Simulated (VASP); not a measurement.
Here is a VASP 6.6.1 calculation.

File INCAR:

```
SYSTEM = H4C2O
ALGO = Normal
EDIFF = 1E-6
EDIFFG = -0.01
ENCUT = 520
GGA = PE
IBRION = 2
ISIF = 2
ISMEAR = 0
ISYM = 0
IVDW = 12
LASPH = .True.
LCHARG = .False.
LREAL = .False.
LWAVE = .False.
NELM = 80
NSW = 100
PREC = Accurate
SIGMA = 0.005
```

The input KPOINTS:

```
k-points
0
Gamma
  1 1 1
  0 0 0
```

File POSCAR:

```
H4C2O
1.0
   14.0000000000      0.0000000000      0.0000000000
    0.0000000000     14.5000000000      0.0000000000
    0.0000000000      0.0000000000     15.0000000000
C O H
2 1 4
Direct
    0.4451896324      0.4933543756      0.4984754018
    0.5474075824      0.5017467345      0.5175456416
    0.5948370149      0.4321073150      0.5401301753
    0.4150178565      0.5637653486      0.4799602418
    0.4051629851      0.4667822276      0.5588242965
    0.4321541410      0.4460966782      0.4411757035
    0.5838516072      0.5678926850      0.5145976522
```

Potentials or basis: VASP PAW PBE potentials, release 64 (C, O, H).

Launch:

```console
$ cat potpaw_PBE.64/C/POTCAR potpaw_PBE.64/O/POTCAR potpaw_PBE.64/H/POTCAR > POTCAR
$ mpirun -np 1 vasp_gam > vasp.out
```

Question: Predict the energy gained by relaxing.

Answer: 21.4 meV/atom.

Question: Estimate the gap between the frontier levels.

Answer: 3.70 eV.

Question: Predict the dispersion energy per atom.

Answer: -0.012 eV.

Step by step:
| step | energy change (eV) | largest force (eV/Å) | pressure (GPa) |
| --- | --- | --- | --- |
| 1 | 0.0000 | 3.5626 | -0.05 |
| 2 | 3.4510 | 38.6357 | 0.66 |
| 3 | -0.0875 | 1.5564 | -0.02 |
| 4 | -0.1071 | 1.1829 | -0.01 |
| 5 | -0.1124 | 1.2632 | 0.01 |
| 6 | -0.0632 | 2.3408 | -0.03 |
| 7 | -0.1392 | 0.2920 | -0.01 |
| 8 | -0.1450 | 0.4124 | 0.00 |
| 9 | -0.1452 | 0.3500 | 0.00 |
| 10 | -0.1484 | 0.3143 | -0.01 |
| 11 | -0.1486 | 0.2532 | -0.01 |
| 12 | -0.1452 | 0.7511 | 0.01 |
| 13 | -0.1491 | 0.0629 | 0.00 |
| 14 | -0.1493 | 0.0459 | 0.00 |
| 15 | -0.1493 | 0.0595 | 0.00 |
| 16 | -0.1495 | 0.0270 | 0.00 |
| 17 | -0.1495 | 0.0403 | -0.01 |
| 18 | -0.1495 | 0.0420 | -0.01 |
| 19 | -0.1495 | 0.0533 | -0.01 |
| 20 | -0.1496 | 0.0403 | -0.01 |
| 21 | -0.1496 | 0.0159 | -0.01 |
| 22 | -0.1496 | 0.0161 | -0.01 |
| 23 | -0.1496 | 0.0114 | -0.01 |
| 24 | -0.1496 | 0.0137 | -0.01 |
| 25 | -0.1496 | 0.0093 | -0.01 |
